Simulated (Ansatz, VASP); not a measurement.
# One calculation of Se, two programs

Contents of INCAR:

```
PREC = Accurate
ENCUT = 520
EDIFF = 1E-6
ISMEAR = -1
SIGMA = 0.1
LREAL = F
LASPH = T
NELM = 100
ALGO = Normal
ISIF = 2
LWAVE = F
LCHARG = T
GGA = PE
LELF = T
LVHAR = T
NBANDS = 9
```

The input KPOINTS:

```
Automatic mesh
0
Gamma
  20 20 20
```

File POSCAR:

```
Se
1.0
    0.0000000000      2.1988153600      2.1988153600
    2.1988153600      0.0000000000      2.1988153600
    2.1988153600      2.1988153600      0.0000000000
Se
1
Direct
    0.0000000000      0.0000000000      0.0000000000
```

Input for Ansatz:

```yaml
crystal:
  lattice:
    - [0.0, 2.19881536, 2.19881536]
    - [2.19881536, 0.0, 2.19881536]
    - [2.19881536, 2.19881536, 0.0]
  atoms:
    - { symbol: Se, position: [0.0, 0.0, 0.0] }
hamiltonian:
  xc: pbe
  pseudopotentials:
    kind: paw
    azcp:
      Se: "pseudopotentials/Se.paw.azcp"
basis:
  ecutwfc: 420
  fft_grid_basis: typed
kpoints:
  mp_grid: { grid: [20, 20, 20], shift: [0, 0, 0] }
magnetization:
  spin_polarized: false
scf:
  occupations: { method: fermi_dirac, width: 0.1 }
output:
  stress: true
```

Alike in both runs: task single point; functional PBE; k mesh 20 × 20 × 20; occupations fermi-dirac, width 0.1 eV; no spin polarisation.

|  | VASP | Ansatz |
| --- | --- | --- |
| version | VASP 6.6.1 | Ansatz 0.2.0 |
| potentials or method | VASP PAW PBE potentials, release 64 (Se), cutoff 520 eV | plane waves (420 eV) with PAW, scalar-relativistic |
| valence electrons in the cell | 6 | 16 |

|  | VASP | Ansatz | Ansatz less VASP |
| --- | --- | --- | --- |
| pressure (GPa) | -2.6 | -2.6 | +0.02 |

VASP's potentials hold 6 valence electrons a cell and Ansatz's 16, so a difference there can come from the potentials and not from the codes.
